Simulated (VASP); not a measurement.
# C (R-3m) in VASP: further runs

Runs on C. Level: PBEsol. Tasks: single point.

Everything below comes from runs of VASP 6.6.1. Logs are shortened: lines on timing, memory, paths and dates and some standing lists are left out, and cuts for length are marked.

**1. The cell of the first run**

The structure is trigonal, space group R-3m (No. 166). The conventional cell has a = 2.411 Å, b = 2.411 Å, c = 33.450 Å, α = 90.00°, β = 90.00°, γ = 120.00°. C (site symmetry 3m) has 3 C at 1.39 Å within 1.9 Å. Within 1.9 Å of C (site symmetry 3m) lie 3 C at 1.39 Å.

**2. Single point, PBEsol (equal xx and yy strain of -2 %)**

INCAR

```
ALGO = Normal ; EDIFF = 1E-7
ENCUT = 520 ; GGA = PS
ISIF = 2 ; ISMEAR = -1
LASPH = True ; LCHARG = True
LELF = True ; LREAL = False
LVHAR = True ; LWAVE = False
NBANDS = 16 ; NELM = 60
PREC = Accurate ; SIGMA = 0.08
```

KPOINTS

```
k-points
0
Gamma
  15 15 15
```

POSCAR

```
C
1.0
    1.2053994710      0.6959377090     11.1500000000
   -1.2053994710      0.6959377090     11.1500000000
    0.0000000000     -1.3918754181     11.1500000000
C
4
Direct
    0.0500000000      0.0500000000      0.0500000000
    0.9500000000      0.9500000000      0.9500000000
    0.2830000000      0.2830000000      0.2830000000
    0.7170000000      0.7170000000      0.7170000000
```

Potentials or basis: VASP PAW PBE potentials, release 64 (C).

Run with:

```
cat potpaw_PBE.64/C/POTCAR > POTCAR
mpirun -np 1 vasp_std > vasp.out
```

OUTCAR:

```text
EDIFF = 1E-7
   ENCUT = 520
   GGA = PS
   ISIF = 2
   ISMEAR = -1
   LASPH = True
   LREAL = False
   NELM = 60
   PREC = Accurate

 ion  position               nearest neighbor table
   1  0.050  0.050  0.050-   4 1.39   4 1.39   4 1.39
   2  0.950  0.950  0.950-   3 1.39   3 1.39   3 1.39
   3  0.283  0.283  0.283-   2 1.39   2 1.39   2 1.39
   4  0.717  0.717  0.717-   1 1.39   1 1.39   1 1.39

  LATTYP: Found a trigonal (rhomboedric) cell.
 ALAT       =    11.2365393774
 COS(alpha) =     0.9769841599

  Lattice vectors:

 A1 = (   1.2053994710,   0.6959377090,  11.1500000000)
 A2 = (  -1.2053994710,   0.6959377090,  11.1500000000)
 A3 = (   0.0000000000,  -1.3918754181,  11.1500000000)

Analysis of symmetry for initial positions (statically):
=====================================================================
 Subroutine PRICEL returns:
 Original cell was already a primitive cell.

 Routine SETGRP: Setting up the symmetry group for a
 trigonal (rhombohedral) supercell.

 Subroutine GETGRP returns: Found 12 space group operations
 (whereof 12 operations were pure point group operations)
 out of a pool of 12 trial point group operations.

The static configuration has the point symmetry D_3d.

Analysis of symmetry for dynamics (positions and initial velocities):
=====================================================================
 Subroutine PRICEL returns:
 Original cell was already a primitive cell.

 Routine SETGRP: Setting up the symmetry group for a
 trigonal (rhombohedral) supercell.

 Subroutine GETGRP returns: Found 12 space group operations
 (whereof 12 operations were pure point group operations)
 out of a pool of 12 trial point group operations.

The dynamic configuration has the point symmetry D_3d.

 Subroutine INISYM returns: Found 12 space group operations
 (whereof 12 operations are pure point group operations),
 and found     1 'primitive' translations

----------------------------------------------------------------------------------------

                                     Primitive cell

  volume of cell :      56.1213

  direct lattice vectors                    reciprocal lattice vectors
[... 87 lines left out ...]
   LSORBIT =      F    spin-orbit coupling
   LASPH  =      T    aspherical Exc in radial PAW
   ENCUT  =  520.0 eV  38.22 Ry    6.18 a.u.  20.89 20.89 20.89*2*pi/ulx,y,z
   NELM   =     60;   NELMIN=  2; NELMDL= -5     # of ELM steps
   EDIFF  = 0.1E-06   stopping-criterion for ELM
   LREAL  =      F    real-space projection
   EDIFFG = 0.1E-05   stopping-criterion for IOM
   NSW    =      0    number of steps for IOM
   IBRION =     -1    ionic relax: 0-MD 1-quasi-New 2-CG
   NFREE  =      0    steps in history (QN), initial steepest desc. (CG)
   ISIF   =      2    stress and relaxation
   ISYM   =      2    0-nonsym 1-usesym 2-fastsym
   POTIM  = 0.5000    time-step for ionic-motion
   TEBEG  =    0.0;   TEEND  =   0.0 temperature during run
   PSTRESS=    0.0 pullay stress
   NELECT =      16.0000    total number of electrons
   NUPDOWN=      -1.0000    fix difference up-down
   EMIN   =  10.00;   EMAX   =-10.00  energy-range for DOS
   EFERMI =   0.00;   METHOD = LEGACY
   ISMEAR =    -1;   SIGMA  =   0.08  broadening in eV -4-tet -1-fermi 0-gaus
   EFERMI_NEDOS =   21; number of points for ismear=-14 and -15
   IALGO  =     38    algorithm
   IMIX   =      4    mixing-type and parameters
     AMIX     =   0.40;   BMIX     =  1.00
     AMIX_MAG =   1.60;   BMIX_MAG =  1.00
  volume/ion in A,a.u.               =      14.03        94.68
  Fermi-wavevector in a.u.,A,eV,Ry     =   1.077471  2.036125 15.795604  1.160944
  Thomas-Fermi vector in A             =   2.213384
   LORBIT       =      0    0 simple, 1 ext, 2 COOP (PROOUT), +10 PAW based schemes
   GGA     = PS    functional components
   LHFCALC =     F    Hartree Fock is set to
   AEXX    =    0.0000 exact exchange contribution
   IVDW    =     0    specifies the selected vdW correction
   LEPSILON=     F    determine dielectric tensor
   LRPA    =     F    only Hartree local field effects (RPA)
 non-spin polarized calculation
  energy-cutoff  :      520.00
  volume of cell :       56.12
 maximum number of plane-waves:      1547
   NGX = 41   NGY = 41   NGZ = 41

 number of electron      16.0000000 magnetization

 Free energy of the ion-electron system (eV)
  ---------------------------------------------------
  ext. energy  EPLUGINS =         0.00000000
  ---------------------------------------------------
  free energy    TOTEN  =       -38.44496581 eV

  energy without entropy =      -38.44278880  energy(sigma->0) =      -38.44387730

 E-fermi :   1.3715     XC(G=0):  -7.0357

 val. band max:        1.3710332050   @ k =  -0.2000   0.4667   0.1333
 cond. band min:       1.7244312180   @ k =  -0.2667   0.4000   0.0667
 fundamental gap:      0.3533980130
 Fermi energy:         1.3715253111

 k-point     1 :       0.0000    0.0000    0.0000
  band No.  band energies     occupation
      1     -18.7191      2.00000
      2     -18.5693      2.00000
      3      -7.2146      2.00000
      4      -6.2370      2.00000
      5      -1.5829      2.00000
      6      -1.5829      2.00000
[... 433 lines left out ...]
      3      -6.2790      2.00000
      4      -5.3303      2.00000
      5      -4.0537      2.00000
      6      -4.0282      2.00000
[... 8 lines left out ...]
     15      11.2653      0.00000
     16      12.3096      0.00000

 [... further k-points ...]

------------------------ aborting loop because EDIFF is reached ----------------------------------------

  FORCE on cell =-STRESS in cart. coord.  units (eV):
  Direction    XX          YY          ZZ          XY          YZ          ZX
  --------------------------------------------------------------------------------------
  -------------------------------------------------------------------------------------
  Total        5.9442552      5.9442552      0.0983230      0.0000000     -0.0000000      0.0000000
  in kB      169.6994936    169.6994936      2.8069735      0.0000000     -0.0000000      0.0000000
  external PRESSURE =     114.0686536 kB  Pullay stress =       0.0000000 kB

 VOLUME and BASIS-vectors are now :
 -----------------------------------------------------------------------------
  energy-cutoff  :      520.00
  volume of cell :       56.12
      direct lattice vectors                 reciprocal lattice vectors
     1.205399471  0.695937709 11.150000000     0.414800248  0.239485035  0.029895366
    -1.205399471  0.695937709 11.150000000    -0.414800248  0.239485035  0.029895366
     0.000000000 -1.391875418 11.150000000     0.000000000 -0.478970070  0.029895366

 POSITION                                       TOTAL-FORCE (eV/Angst)
 -----------------------------------------------------------------------------------
      0.00000     -0.00000      1.67250         0.000000     -0.000000      0.192750
      0.00000     -0.00000     31.77750         0.000000      0.000000     -0.192750
      0.00000     -0.00000      9.46635         0.000000     -0.000000      0.155813
      0.00000     -0.00000     23.98365         0.000000      0.000000     -0.155813
 -----------------------------------------------------------------------------------
    total drift:                               -0.000000     -0.000000     -0.000000

  FREE ENERGIE OF THE ION-ELECTRON SYSTEM (eV)
  ---------------------------------------------------
  free  energy   TOTEN  =       -38.4449658070 eV

  energy  without entropy=      -38.4427887958  energy(sigma->0) =      -38.44387730
```

OSZICAR:

```text
N       E                     dE             d eps       ncg     rms          rms(c)
DAV:   1     0.580973351298E+02    0.58097E+02   -0.73917E+03 11072   0.867E+02
DAV:   2    -0.367359083278E+02   -0.94833E+02   -0.84439E+02 15472   0.198E+02
DAV:   3    -0.413493022762E+02   -0.46134E+01   -0.45773E+01 14136   0.436E+01
DAV:   4    -0.414122935049E+02   -0.62991E-01   -0.62936E-01 14776   0.615E+00
DAV:   5    -0.414138968036E+02   -0.16033E-02   -0.16022E-02 14584   0.916E-01    0.980E+00
DAV:   6    -0.392178379342E+02    0.21961E+01   -0.15621E+00 13656   0.764E+00    0.569E+00
DAV:   7    -0.384553842790E+02    0.76245E+00   -0.20370E+00 13744   0.876E+00    0.147E+00
DAV:   8    -0.384478090012E+02    0.75753E-02   -0.10870E-01 12944   0.197E+00    0.298E-01
DAV:   9    -0.384457614180E+02    0.20476E-02   -0.36797E-03 14632   0.424E-01    0.160E-01
DAV:  10    -0.384427191638E+02    0.30423E-02   -0.33398E-03 13408   0.332E-01    0.120E-01
DAV:  11    -0.384433255098E+02   -0.60635E-03   -0.69952E-04 11944   0.186E-01    0.525E-02
DAV:  12    -0.384447449267E+02   -0.14194E-02   -0.18078E-04 12032   0.101E-01    0.155E-02
DAV:  13    -0.384449287613E+02   -0.18383E-03   -0.28405E-05 12768   0.408E-02    0.770E-03
DAV:  14    -0.384449618573E+02   -0.33096E-04   -0.35598E-06 12800   0.121E-02    0.910E-03
DAV:  15    -0.384449646315E+02   -0.27742E-05   -0.18316E-07 13480   0.287E-03    0.209E-03
DAV:  16    -0.384449658242E+02   -0.11926E-05   -0.68006E-08 11768   0.140E-03    0.753E-04
DAV:  17    -0.384449658070E+02    0.17155E-07   -0.37732E-09 12464   0.373E-04
   1 F= -.38444966E+02 E0= -.38443877E+02  d E =-.217701E-02
```

Run time: 83 min. Hardware: 1 thread of Intel Xeon 6975P-C (Granite Rapids), shared host; peak memory 1.1 GiB.

Results:

| Item | Value |
| --- | --- |
| Free energy | -38.4450 eV |
| Pressure | 11.4 GPa |
| Largest force | 0.193 eV/Å |
| Band gap on the k mesh | zero (filled and empty bands touch) |

Forces on the atoms (eV/Å):
```
C    0.000  0.000  0.193
C    0.000  0.000 -0.193
C    0.000  0.000  0.156
C    0.000  0.000 -0.156
```

Stress tensor (GPa, compression positive):
```
16.97  0.00  0.00
 0.00 16.97  0.00
 0.00  0.00  0.28
```

Levels at points of the mesh, in eV from the Fermi level:
```csv
k point,band 5,band 6,band 7,band 8,band 9,band 10,band 11,band 12
"(0.00, 0.00, 0.00)",-2.95,-2.95,-2.95,-2.95,3.00,4.91,5.89,8.75
```

Caveat: the cell differs from its parent crystal (equal xx and yy strain of -2 %); the stress differs along the axes, from 0 to 17 GPa; this functional lacks dispersion, which binds layers or chains, so the pressure and a relaxed spacing across them are unreliable; the PAW data sets were made with another functional, which shifts forces and pressure a little.

**3. Single point, PBEsol (equal xx and yy strain of +1 %)**

INCAR

```
  ALGO = Normal
  EDIFF = 1E-6
  ENCUT = 520
  GGA = PS
  ISIF = 2
  ISMEAR = -1
  LASPH = T
  LCHARG = F
  LREAL = F
  LWAVE = F
  NBANDS = 16
  NELM = 100
  PREC = Accurate
  SIGMA = 0.08
```

KPOINTS is that of step 2.

POSCAR

```
C
1.0
    1.2422994548      0.7172419246     11.1500000000
   -1.2422994548      0.7172419246     11.1500000000
    0.0000000000     -1.4344838493     11.1500000000
C
4
Direct
    0.0500000000      0.0500000000      0.0500000000
    0.9500000000      0.9500000000      0.9500000000
    0.2830000000      0.2830000000      0.2830000000
    0.7170000000      0.7170000000      0.7170000000
```

Potentials or basis: VASP PAW PBE potentials, release 64 (C).

Run with:

```
cat potpaw_PBE.64/C/POTCAR > POTCAR
mpirun -np 1 vasp_std > vasp.out
```

It took 81 min on 1 thread of Intel Xeon 6975P-C (Granite Rapids), shared host; peak memory 1.2 GiB.

Results (log left out):

- Free energy: -38.5415 eV
- Pressure: -4.6 GPa
- Largest force: 0.197 eV/Å
- Band gap on the k mesh: zero (filled and empty bands touch)

Forces on the atoms (eV/Å):
```
C    0.000  0.000  0.197
C    0.000  0.000 -0.197
C    0.000  0.000  0.155
C    0.000  0.000 -0.155
```

Stress tensor (GPa, compression positive):
```
-6.98  0.00  0.00
 0.00 -6.98  0.00
 0.00  0.00  0.32
```

Levels at points of the mesh, in eV from the Fermi level:
```
           k point  band 4  band 5  band 6  band 7  band 8  band 9  band 10  band 11  band 12  band 13
(0.00, 0.00, 0.00)   -6.97   -3.00   -3.00   -2.99   -2.99    3.28     5.20     6.22     8.14     8.14
```

Caveat: the cell differs from its parent crystal (equal xx and yy strain of +1 %); the stress differs along the axes, from -7 to 0 GPa; this functional lacks dispersion, which binds layers or chains, so the pressure and a relaxed spacing across them are unreliable; the PAW data sets were made with another functional, which shifts forces and pressure a little.

**4. Single point, PBEsol (equal xx and yy strain of +3 %)**

INCAR

```
  PREC = Accurate
  ENCUT = 520
  EDIFF = 1E-6
  ISMEAR = -1
  SIGMA = 0.08
  LREAL = False
  LASPH = True
  NELM = 80
  ALGO = Normal
  ISIF = 2
  LWAVE = False
  LCHARG = False
  GGA = PS
  NBANDS = 16
```

KPOINTS

```
regular mesh
0
Gamma
  15 15 15
```

POSCAR

```
C
1.0
    1.2668994440      0.7314447350     11.1500000000
   -1.2668994440      0.7314447350     11.1500000000
    0.0000000000     -1.4628894701     11.1500000000
C
4
Direct
    0.0500000000      0.0500000000      0.0500000000
    0.9500000000      0.9500000000      0.9500000000
    0.2830000000      0.2830000000      0.2830000000
    0.7170000000      0.7170000000      0.7170000000
```

Run with:

```
cat potpaw_PBE.64/C/POTCAR > POTCAR
mpirun -np 1 vasp_std > vasp.out
```

Run time: 1.5 h. Hardware: 1 thread of Intel Xeon 6975P-C (Granite Rapids), shared host; peak memory 1.1 GiB.

Results (log left out):

```
Free energy            : -38.3422 eV
Pressure               : -12.9 GPa
Largest force          : 0.197 eV/Å
Band gap on the k mesh : zero (filled and empty bands touch)
```

Forces on the atoms (eV/Å):
```
C    0.000  0.000  0.197
C    0.000  0.000 -0.197
C    0.000  0.000  0.152
C    0.000  0.000 -0.152
```

Stress tensor (GPa, compression positive):
```
-19.49   0.00   0.00
  0.00 -19.49   0.00
  0.00   0.00   0.33
```

Levels at points of the mesh, in eV from the Fermi level:
| k point | band 5 | band 6 | band 7 | band 8 | band 9 | band 10 | band 11 | band 12 |
| --- | --- | --- | --- | --- | --- | --- | --- | --- |
| (0.00, 0.00, 0.00) | -3.01 | -3.01 | -3.00 | -3.00 | 3.45 | 5.39 | 6.42 | 7.77 |

Caveat: the cell differs from its parent crystal (equal xx and yy strain of +3 %); the stress differs along the axes, from -19 to 0 GPa; this functional lacks dispersion, which binds layers or chains, so the pressure and a relaxed spacing across them are unreliable; the PAW data sets were made with another functional, which shifts forces and pressure a little.

**5. Overview**

```csv
cell,gap on the mesh (eV),pressure (GPa),largest force (eV/Å)
"a = 11.237 Å, angles 12.3°, 4 atoms",none,11.4,0.19
"a = 11.242 Å, angles 12.7°, 4 atoms",none,-4.6,0.20
"a = 11.246 Å, angles 12.9°, 4 atoms",none,-12.9,0.20
```

Alike in all rows: task single point; level PBEsol; potentials or basis VASP PAW PBE potentials, release 64 (C); no spin polarisation; k mesh 15 × 15 × 15; cutoff (eV) 520; smearing fermi-dirac 0.08 eV.

Caveats: this functional lacks dispersion, which binds layers or chains, so the pressure and a relaxed spacing across them are unreliable; the PAW data sets were made with another functional, which shifts forces and pressure a little; the stress differs along the axes, from 0 to 17 GPa (at least some runs); the stress differs along the axes, from -7 to 0 GPa (at least some runs); the stress differs along the axes, from -19 to 0 GPa (at least some runs).

Absolute energies hang on the potentials; compare differences alone.

The gap in the log of VASP goes by the Fermi energy; the results here count the filled bands.